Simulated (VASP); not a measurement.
Input of a VASP 6.6.1 run:

POSCAR

```
Al
1.0
   -1.5912190000      1.5912190000      1.5912190000
    1.5912190000     -1.5912190000      1.5912190000
    1.5912190000      1.5912190000     -1.5912190000
Al
1
Direct
    0.0000000000      0.0000000000      0.0000000000
```

File INCAR.step1:

```
PREC = Accurate
ENCUT = 520
ISMEAR = 0
SIGMA = 0.1
LREAL = False
LASPH = True
NELM = 100
NBANDS = 8
GGA = PE
ALGO = Normal
EDIFF = 1E-4
LWAVE = True
LCHARG = False
```

The input INCAR.step2:

```
PREC = Accurate
ENCUT = 520
EDIFF = 1E-7
ISMEAR = 0
SIGMA = 0.1
LREAL = False
LASPH = True
NELM = 100
ALGO = Normal
ISIF = 2
LWAVE = False
LCHARG = False
METAGGA = R2SCAN
LMIXTAU = True
NBANDS = 8
ISTART = 1
```

The input KPOINTS:

```
regular mesh
0
Gamma
  13 13 13
```

Potentials or basis: VASP PAW PBE potentials, release 64 (Al).

Run with:

```bash
$ cat potpaw_PBE.64/Al/POTCAR > POTCAR
$ cp INCAR.step1 INCAR
$ mpirun -np 1 vasp_std > vasp.out
$ cp INCAR.step2 INCAR
$ mpirun -np 1 vasp_std > vasp.out
```

(1) Estimate the band gap on the k mesh.

(2) Estimate the pressure.

Results:

(1) zero (an odd number of electrons rules out a gap without spin polarisation).

(2) 0.1 GPa.

Caveat: the PAW data sets were made with another functional, which shifts forces and pressure a little.
